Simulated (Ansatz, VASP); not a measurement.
InP in VASP and in Ansatz

The input INCAR:

```
PREC = Accurate
ENCUT = 520
EDIFF = 1E-7
ISMEAR = -1
SIGMA = 0.03
LREAL = False
LASPH = True
NELM = 60
ALGO = Normal
ISIF = 2
LWAVE = False
LCHARG = False
GGA = PE
NBANDS = 16
```

Contents of KPOINTS:

```
Automatic mesh
0
Gamma
  11 11 11
```

File POSCAR:

```
InP
1.0
    0.0000000000      2.9785495236      2.9785495236
    2.9785495236      0.0000000000      2.9785495236
    2.9785495236      2.9785495236      0.0000000000
In P
1 1
Direct
    0.0000000000      0.0000000000      0.0000000000
    0.7500000000      0.7500000000      0.7500000000
```

Input for Ansatz:

```yaml
crystal:
  lattice:
    - [0.0, 2.9785495236, 2.9785495236]
    - [2.9785495236, 0.0, 2.9785495236]
    - [2.9785495236, 2.9785495236, 0.0]
  atoms:
    - { symbol: In, position: [0.0, 0.0, 0.0] }
    - { symbol: P, position: [0.75, 0.75, 0.75] }
kpoints:
  mp_grid: { grid: [11, 11, 11] }
scf:
  occupations: { method: fermi_dirac, width: 0.03 }
hamiltonian:
  xc: pbe
  pseudopotentials: { kind: all_electron, lapw: { basis_error: 0.00025 } }
output:
  forces: true
  stress: true
  eigenvalues: true
```

Change from the starting cell: volume scaled by 1.05.

Alike in both runs: task single point; functional PBE; k mesh 11 × 11 × 11; occupations fermi-dirac, width 0.03 eV; no spin polarisation.

|  | VASP | Ansatz |
| --- | --- | --- |
| version | VASP 6.6.1 | Ansatz 0.2.0 |
| potentials or method | VASP PAW PBE potentials, release 64 (In_d, P), cutoff 520 eV | all-electron LAPW, scalar-relativistic |

VASP gave:

```
pressure (GPa) : 0.0
```

Problem. Estimate Ansatz's values.

Solution. Pressure (GPa): 0.1.

Ansatz ran all-electron here, and VASP with PAW potentials.
